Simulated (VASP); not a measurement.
# Mg2C3 (C2/m) in VASP: settings compared

The runs below take Mg2C3 through single point, with PBE, PBE-based screened hybrid with 25 % exact exchange.

Everything below comes from runs of VASP 6.6.1. Logs are shortened: lines on timing, memory, paths and dates and some standing lists are left out, and cuts for length are marked.

### 1 The cell of the first run

It takes space group C2/m (No. 12, monoclinic). The conventional cell has a = 4.813 Å, b = 4.685 Å, c = 5.024 Å, α = 90.00°, β = 104.35°, γ = 90.00°. Within 3.5 Å of Mg (site symmetry m) lie 11 C at 2.24 to 3.45 Å and 9 Mg at 3.02 to 3.36 Å. C (site symmetry m) has 1 C at 1.33 Å within 1.8 Å. Within 1.8 Å of C (site symmetry 2/m) lie 2 C at 1.33 Å.

### 2 Single point, PBE

Contents of INCAR:

```
PREC = Accurate
ENCUT = 520
EDIFF = 1E-7
ISMEAR = 0
SIGMA = 0.05
LREAL = F
LASPH = T
NELM = 100
ALGO = Normal
ISIF = 2
LWAVE = F
LCHARG = F
GGA = PE
NBANDS = 16
```

Contents of KPOINTS:

```
Automatic mesh
0
Gamma
  4 4 4
```

Contents of POSCAR:

```
Mg2C3
1.0
    2.4063201191     -2.3426107354     -0.0056849748
    2.4063201191      2.3426107354     -0.0056849748
   -1.2337819514      0.0000000000      4.8699367886
Mg C
2 3
Direct
    0.8094807413      0.8094807413      0.1980806852
    0.1905192587      0.1905192587      0.8019193148
    0.3021865357      0.3021865357      0.2622175095
    0.6978134643      0.6978134643      0.7377824905
    0.5000000000      0.5000000000      0.5000000000
```

Potentials or basis: VASP PAW PBE potentials, release 64 (Mg, C).

Launch:

```sh
$ cat potpaw_PBE.64/Mg/POTCAR potpaw_PBE.64/C/POTCAR > POTCAR
$ mpirun -np 1 vasp_std > vasp.out
```

OUTCAR:

```text
PREC = Accurate
   ENCUT = 520
   EDIFF = 1E-7
   ISMEAR = 0
   LREAL = F
   LASPH = T
   NELM = 100
   ISIF = 2
   GGA = PE

 ion  position               nearest neighbor table
   1  0.809  0.809  0.198-   4 2.24   3 2.31   3 2.37   3 2.37   5 2.37   3 2.54   5 2.82   5 2.82
                             2 3.02   2 3.04   2 3.04   2 3.13   2 3.15
   2  0.191  0.191  0.802-   3 2.24   4 2.31   4 2.37   4 2.37   5 2.37   4 2.54   5 2.82   5 2.82
                             1 3.02   1 3.04   1 3.04   1 3.13   1 3.15
   3  0.302  0.302  0.262-   5 1.33   2 2.24   1 2.31   1 2.37   1 2.37   1 2.54
   4  0.698  0.698  0.738-   5 1.33   1 2.24   2 2.31   2 2.37   2 2.37   2 2.54
   5  0.500  0.500  0.500-   3 1.33   4 1.33   1 2.37   2 2.37   2 2.82   2 2.82   1 2.82   1 2.82

  LATTYP: Found a base centered monoclinic cell.
 ALAT       =     4.8126536690
 B/A-ratio  =     0.9735214277
 C/A-ratio  =     1.0438718335
 COS(beta)  =    -0.2478771794

  Lattice vectors:

 A1 = (   2.4063201191,  -2.3426107354,  -0.0056849748)
 A2 = (   2.4063201191,   2.3426107354,  -0.0056849748)
 A3 = (  -1.2337819514,   0.0000000000,   4.8699367886)

Analysis of symmetry for initial positions (statically):
=====================================================================
 Subroutine PRICEL returns:
 Original cell was already a primitive cell.

 Routine SETGRP: Setting up the symmetry group for a
 base centered monoclinic supercell.

 Subroutine GETGRP returns: Found  4 space group operations
 (whereof  4 operations were pure point group operations)
 out of a pool of  4 trial point group operations.

The static configuration has the point symmetry C_2h.

Analysis of symmetry for dynamics (positions and initial velocities):
=====================================================================
 Subroutine PRICEL returns:
 Original cell was already a primitive cell.

 Routine SETGRP: Setting up the symmetry group for a
 base centered monoclinic supercell.

 Subroutine GETGRP returns: Found  4 space group operations
 (whereof  4 operations were pure point group operations)
 out of a pool of  4 trial point group operations.

The dynamic configuration has the point symmetry C_2h.

 Subroutine INISYM returns: Found  4 space group operations
 (whereof  4 operations are pure point group operations),
 and found     1 'primitive' translations

[... 101 lines left out ...]
   EDIFFG = 0.1E-05   stopping-criterion for IOM
   NSW    =      0    number of steps for IOM
   IBRION =     -1    ionic relax: 0-MD 1-quasi-New 2-CG
   NFREE  =      0    steps in history (QN), initial steepest desc. (CG)
   ISIF   =      2    stress and relaxation
   ISYM   =      2    0-nonsym 1-usesym 2-fastsym
   POTIM  = 0.5000    time-step for ionic-motion
   TEBEG  =    0.0;   TEEND  =   0.0 temperature during run
   PSTRESS=    0.0 pullay stress
   NELECT =      16.0000    total number of electrons
   NUPDOWN=      -1.0000    fix difference up-down
   EMIN   =  10.00;   EMAX   =-10.00  energy-range for DOS
   EFERMI =   0.00;   METHOD = LEGACY
   ISMEAR =     0;   SIGMA  =   0.05  broadening in eV -4-tet -1-fermi 0-gaus
   EFERMI_NEDOS =   21; number of points for ismear=-14 and -15
   IALGO  =     38    algorithm
   IMIX   =      4    mixing-type and parameters
     AMIX     =   0.40;   BMIX     =  1.00
     AMIX_MAG =   1.60;   BMIX_MAG =  1.00
  volume/ion in A,a.u.               =      10.97        74.06
  Fermi-wavevector in a.u.,A,eV,Ry     =   1.085590  2.051468 16.034546  1.178506
  Thomas-Fermi vector in A             =   2.221707
   LORBIT       =      0    0 simple, 1 ext, 2 COOP (PROOUT), +10 PAW based schemes
   GGA     = PE    functional components
   LHFCALC =     F    Hartree Fock is set to
   AEXX    =    0.0000 exact exchange contribution
   IVDW    =     0    specifies the selected vdW correction
   LEPSILON=     F    determine dielectric tensor
   LRPA    =     F    only Hartree local field effects (RPA)
 non-spin polarized calculation
 Gauss-broadening in eV      SIGMA  =   0.05
  energy-cutoff  :      520.00
  volume of cell :       54.87
 maximum number of plane-waves:      1494
 NGX is ok and might be reduce to    28
   NGX = 13   NGY = 13   NGZ = 19

 number of electron      15.9999998 magnetization

 Free energy of the ion-electron system (eV)
  ---------------------------------------------------
  ext. energy  EPLUGINS =         0.00000000
  ---------------------------------------------------
  free energy    TOTEN  =       -29.65323616 eV

  energy without entropy =      -29.65323616  energy(sigma->0) =      -29.65323616

 E-fermi :   4.8597     XC(G=0): -10.3849

 val. band max:        4.6331391123   @ k =  -0.0000  -0.0000   0.5000
 cond. band min:       6.2902366439   @ k =   0.5000   0.5000   0.0000
 fundamental gap:      1.6570975316
 Fermi energy:         4.8597122536

 k-point     1 :       0.0000    0.0000    0.0000
  band No.  band energies     occupation
      1     -11.4112      2.00000
      2      -7.4902      2.00000
      3      -2.8743      2.00000
      4       0.5173      2.00000
      5       1.2372      2.00000
      6       1.5999      2.00000
[... 433 lines left out ...]
      3      -1.6212      2.00000
      4      -1.2514      2.00000
      5      -0.5657      2.00000
      6       0.6433      2.00000
[... 8 lines left out ...]
     15      13.9741      0.00000
     16      14.8765      0.00000

------------------------ aborting loop because EDIFF is reached ----------------------------------------

  FORCE on cell =-STRESS in cart. coord.  units (eV):
  Direction    XX          YY          ZZ          XY          YZ          ZX
  --------------------------------------------------------------------------------------
  -------------------------------------------------------------------------------------
  Total        0.1389366      0.0144344      0.1653386      0.0000000      0.0000000      0.0969746
  in kB        4.0567695      0.4214661      4.8276760      0.0000000      0.0000000      2.8315337
  external PRESSURE =       3.1019706 kB  Pullay stress =       0.0000000 kB

 VOLUME and BASIS-vectors are now :
 -----------------------------------------------------------------------------
  energy-cutoff  :      520.00
  volume of cell :       54.87
      direct lattice vectors                 reciprocal lattice vectors
     2.406320119 -2.342610735 -0.005684975     0.207910595 -0.213437082  0.052673443
     2.406320119  2.342610735 -0.005684975     0.207910595  0.213437082  0.052673443
    -1.233781951  0.000000000  4.869936789     0.000485413  0.000000000  0.205464452

 POSITION                                       TOTAL-FORCE (eV/Angst)
 -----------------------------------------------------------------------------------
      3.65135      0.00000      0.95544        -0.003120      0.000000      0.013377
     -0.07249      0.00000      3.90313         0.003120      0.000000     -0.013377
      1.13080      0.00000      1.27355        -0.042214      0.000000     -0.023443
      2.44806      0.00000      3.58502         0.042214      0.000000      0.023443
      1.78943      0.00000      2.42928         0.000000     -0.000000      0.000000
 -----------------------------------------------------------------------------------
    total drift:                               -0.000000      0.000000      0.000000

  FREE ENERGIE OF THE ION-ELECTRON SYSTEM (eV)
  ---------------------------------------------------
  free  energy   TOTEN  =       -29.6532361575 eV

  energy  without entropy=      -29.6532361575  energy(sigma->0) =      -29.65323616
```

OSZICAR:

```text
N       E                     dE             d eps       ncg     rms          rms(c)
DAV:   1     0.388456590776E+02    0.38846E+02   -0.67867E+03   768   0.862E+02
DAV:   2    -0.296737917291E+02   -0.68519E+02   -0.61931E+02  1024   0.161E+02
DAV:   3    -0.338028433912E+02   -0.41291E+01   -0.41067E+01   984   0.403E+01
DAV:   4    -0.338370093967E+02   -0.34166E-01   -0.34161E-01   936   0.442E+00
DAV:   5    -0.338373330887E+02   -0.32369E-03   -0.32369E-03  1024   0.418E-01    0.963E+00
DAV:   6    -0.299221049660E+02    0.39152E+01   -0.60389E+00   976   0.144E+01    0.402E+00
DAV:   7    -0.296688720473E+02    0.25323E+00   -0.12413E+00  1064   0.684E+00    0.221E+00
DAV:   8    -0.296542528635E+02    0.14619E-01   -0.50927E-02   896   0.151E+00    0.470E-01
DAV:   9    -0.296531878669E+02    0.10650E-02   -0.47852E-03  1080   0.508E-01    0.141E-01
DAV:  10    -0.296532234467E+02   -0.35580E-04   -0.69332E-04   920   0.161E-01    0.492E-02
DAV:  11    -0.296532387106E+02   -0.15264E-04   -0.73194E-05   984   0.638E-02    0.170E-02
DAV:  12    -0.296532360777E+02    0.26329E-05   -0.10726E-05   984   0.207E-02    0.273E-03
DAV:  13    -0.296532361575E+02   -0.79839E-07   -0.66681E-07   976   0.580E-03
   1 F= -.29653236E+02 E0= -.29653236E+02  d E =-.532531E-12
```

stdout:

```text
POSCAR found type information on POSCAR MgC
 POSCAR found :  2 types and       5 ions
 scaLAPACK will be used
 LDA part: xc-table for (Slater+PW92), standard interpolation
 POSCAR, INCAR and KPOINTS ok, starting setup
 FFT: planning ... GRIDC
 FFT: planning ... GRID_SOFT
 FFT: planning ... GRID
 WAVECAR not read
 entering main loop
```

It took 25 s on 1 thread of Intel Xeon Platinum 8375C at 2.90GHz (Ice Lake), shared host; peak memory 0.18 GiB.

Results:

| Item | Value |
| --- | --- |
| Free energy | -29.6532 eV |
| Pressure | 0.3 GPa |
| Largest force | 0.048 eV/Å |
| Band gap on the k mesh | 1.66 eV (least direct gap 2.33 eV) |

Forces in eV/Å, atoms in the order of the input:
```
Mg  -0.003  0.000  0.013
Mg   0.003  0.000 -0.013
C   -0.042  0.000 -0.023
C    0.042  0.000  0.023
C    0.000  0.000  0.000
```

Caveat: the k points lie up to 0.48 Å⁻¹ apart.

### 3 Single point, PBE-based screened hybrid with 25 % exact exchange

POSCAR is that of step 2.

Contents of INCAR.step1:

```
  PREC = Accurate
  ENCUT = 520
  EDIFF = 1E-5
  ISMEAR = 0
  SIGMA = 0.05
  LREAL = F
  LASPH = T
  NELM = 100
  ALGO = Normal
  ISIF = 2
  LWAVE = T
  LCHARG = F
  GGA = PE
  NBANDS = 16
```

Contents of INCAR.step2:

```
  PREC = Accurate
  ENCUT = 520
  EDIFF = 1E-6
  ISMEAR = 0
  SIGMA = 0.05
  LREAL = F
  LASPH = T
  NELM = 100
  ALGO = Normal
  ISIF = 2
  LWAVE = F
  LCHARG = F
  GGA = PE
  LHFCALC = T
  AEXX = 0.25
  HFSCREEN = 0.1
  PRECFOCK = Fast
  ISTART = 1
  NBANDS = 16
```

KPOINTS is that of step 2.

Potentials or basis: VASP PAW PBE potentials, release 64 (Mg, C).

Launch:

```sh
$ cat potpaw_PBE.64/Mg/POTCAR potpaw_PBE.64/C/POTCAR > POTCAR
$ cp INCAR.step1 INCAR
$ mpirun -np 1 vasp_std > vasp.out
$ cp INCAR.step2 INCAR
$ mpirun -np 1 vasp_std > vasp.out
```

It took 7.6 min on 1 thread of Intel Xeon Platinum 8375C at 2.90GHz (Ice Lake), shared host; peak memory 0.29 GiB.

The run converged. Its results:

| Item | Value |
| --- | --- |
| Free energy | -34.6362 eV |
| Pressure | -3.2 GPa |
| Largest force | 0.584 eV/Å |
| Band gap on the k mesh | 2.69 eV (least direct gap 3.42 eV) |

Forces on the atoms (eV/Å):
```
Mg  -0.001  0.000  0.018
Mg   0.001  0.000 -0.018
C    0.289  0.000  0.507
C   -0.289  0.000 -0.507
C    0.000  0.000  0.000
```

Stress tensor (GPa, compression positive):
```
-2.65  0.00 -2.13
 0.00 -1.81  0.00
-2.13  0.00 -5.25
```

Levels at points of the mesh, in eV from the valence-band top:
| k point | band 4 | band 5 | band 6 | band 7 | band 8 | band 9 | band 10 | band 11 | band 12 | band 13 |
| --- | --- | --- | --- | --- | --- | --- | --- | --- | --- | --- |
| (0.00, 0.00, 0.00) | -4.61 | -3.82 | -3.56 | -1.62 | -0.83 | 4.50 | 4.75 | 5.39 | 8.93 | 8.93 |
| (0.50, 0.00, 0.00) | -6.01 | -5.45 | -3.65 | -3.54 | -0.16 | 4.18 | 5.94 | 7.54 | 8.04 | 9.28 |
| (0.50, 0.50, 0.00) | -6.51 | -6.22 | -4.42 | -2.71 | -1.37 | 2.69 | 3.10 | 4.30 | 6.91 | 11.28 |
| (0.00, 0.00, 0.50) | -5.10 | -4.32 | -4.04 | -0.97 | 0.00 | 4.36 | 4.69 | 5.20 | 6.99 | 8.69 |
| (0.50, 0.00, 0.50) | -7.30 | -4.72 | -3.63 | -1.53 | -0.23 | 3.19 | 5.15 | 7.09 | 8.02 | 8.57 |
| (0.50, 0.50, 0.50) | -6.61 | -5.96 | -4.60 | -3.35 | -2.20 | 3.10 | 4.58 | 6.99 | 7.83 | 9.05 |

Caveat: the k points lie up to 0.48 Å⁻¹ apart; the PAW data sets were made with another functional, which shifts forces and pressure a little. A k mesh can miss the band edges.

### 4 Single point, PBE-based screened hybrid with 25 % exact exchange

POSCAR is that of step 3.

Contents of INCAR.step1:

```
SYSTEM = Mg2C3
PREC     = Accurate       ! precision mode
ENCUT    = 520            ! plane-wave cutoff, eV
EDIFF    = 1E-5           ! SCF threshold, eV
ISMEAR   = 0              ! smearing method
SIGMA    = 0.05           ! smearing width, eV
LREAL    = .False.        ! projectors in reciprocal space
LASPH    = .True.         ! aspherical terms in the spheres
NELM     = 60             ! most SCF steps
ALGO     = Normal         ! electronic algorithm
ISIF     = 2              ! what is computed and relaxed
LWAVE    = .True.         ! write WAVECAR
LCHARG   = .False.        ! write CHGCAR
GGA      = PE             ! functional
NBANDS   = 16             ! bands
```

Contents of INCAR.step2:

```
SYSTEM = Mg2C3
PREC     = Accurate       ! precision mode
ENCUT    = 520            ! plane-wave cutoff, eV
EDIFF    = 1E-6           ! SCF threshold, eV
ISMEAR   = 0              ! smearing method
SIGMA    = 0.05           ! smearing width, eV
LREAL    = .False.        ! projectors in reciprocal space
LASPH    = .True.         ! aspherical terms in the spheres
NELM     = 60             ! most SCF steps
ALGO     = Normal         ! electronic algorithm
ISIF     = 2              ! what is computed and relaxed
LWAVE    = .False.        ! write WAVECAR
LCHARG   = .False.        ! write CHGCAR
GGA      = PE             ! functional
LHFCALC  = .True.         ! exact exchange
AEXX     = 0.25           ! exact-exchange fraction
HFSCREEN = 0.4            ! screening, 1/A
PRECFOCK = Fast         
ISTART   = 1            
NBANDS   = 16             ! bands
```

Contents of KPOINTS:

```
regular mesh
0
Gamma
  4 4 4
  0 0 0
```

Launch:

```sh
$ cat potpaw_PBE.64/Mg/POTCAR potpaw_PBE.64/C/POTCAR > POTCAR
$ cp INCAR.step1 INCAR
$ mpirun -np 1 vasp_std > vasp.out
$ cp INCAR.step2 INCAR
$ mpirun -np 1 vasp_std > vasp.out
```

It took 6.5 min on 1 thread of Intel Xeon Platinum 8375C at 2.90GHz (Ice Lake), shared host; peak memory 0.28 GiB.

It converged, with:

| Item | Value |
| --- | --- |
| Free energy | -32.5237 eV |
| Pressure | -2.5 GPa |
| Largest force | 0.488 eV/Å |
| Band gap on the k mesh | 2.06 eV (least direct gap 2.76 eV) |

Forces in eV/Å, atoms in the order of the input:
```
Mg   0.001  0.000  0.010
Mg  -0.001  0.000 -0.010
C    0.239  0.000  0.425
C   -0.239  0.000 -0.425
C    0.000  0.000  0.000
```

Stress tensor (GPa, compression positive):
```
-1.97  0.00 -1.80
 0.00 -1.28  0.00
-1.80  0.00 -4.32
```

Levels at points of the mesh, in eV from the valence-band top:
| k point | band 6 | band 7 | band 8 | band 9 | band 10 | band 11 |
| --- | --- | --- | --- | --- | --- | --- |
| (0.00, 0.00, 0.00) | -3.44 | -1.54 | -0.78 | 3.78 | 4.02 | 4.68 |
| (0.50, 0.00, 0.00) | -3.52 | -3.40 | -0.15 | 3.49 | 5.17 | 6.79 |
| (0.50, 0.50, 0.00) | -4.27 | -2.61 | -1.34 | 2.06 | 2.41 | 3.58 |
| (0.00, 0.00, 0.50) | -3.90 | -0.95 | 0.00 | 3.65 | 3.99 | 4.48 |
| (0.50, 0.00, 0.50) | -3.50 | -1.49 | -0.23 | 2.53 | 4.43 | 6.34 |
| (0.50, 0.50, 0.50) | -4.46 | -3.19 | -2.14 | 2.43 | 3.85 | 6.17 |

Caveat: the k points lie up to 0.48 Å⁻¹ apart; the PAW data sets were made with another functional, which shifts forces and pressure a little.

### 5 Overview

```tsv
level	grid for exact exchange (PRECFOCK)	share of exact exchange	screening parameter	gap on the mesh (eV)	pressure (GPa)	largest force (eV/Å)
PBE	-	-	-	1.66	0.3	0.05
PBE-based screened hybrid with 25 % exact exchange	Fast	0.25	0.1 1/Å	2.69	-3.2	0.58
PBE-based screened hybrid with 25 % exact exchange	Fast	0.25	0.4 1/Å	2.06	-2.5	0.49
```

Alike in all rows: task single point; potentials or basis VASP PAW PBE potentials, release 64 (Mg, C); no spin polarisation; cell as given; k mesh 4 × 4 × 4; cutoff (eV) 520; smearing gaussian 0.05 eV.

Caveats: all runs use coarse meshes; the PAW data sets were made with another functional, which shifts forces and pressure a little (at least some runs).

Total energies depend on the potentials used, so only differences within one code and one set of settings carry meaning.
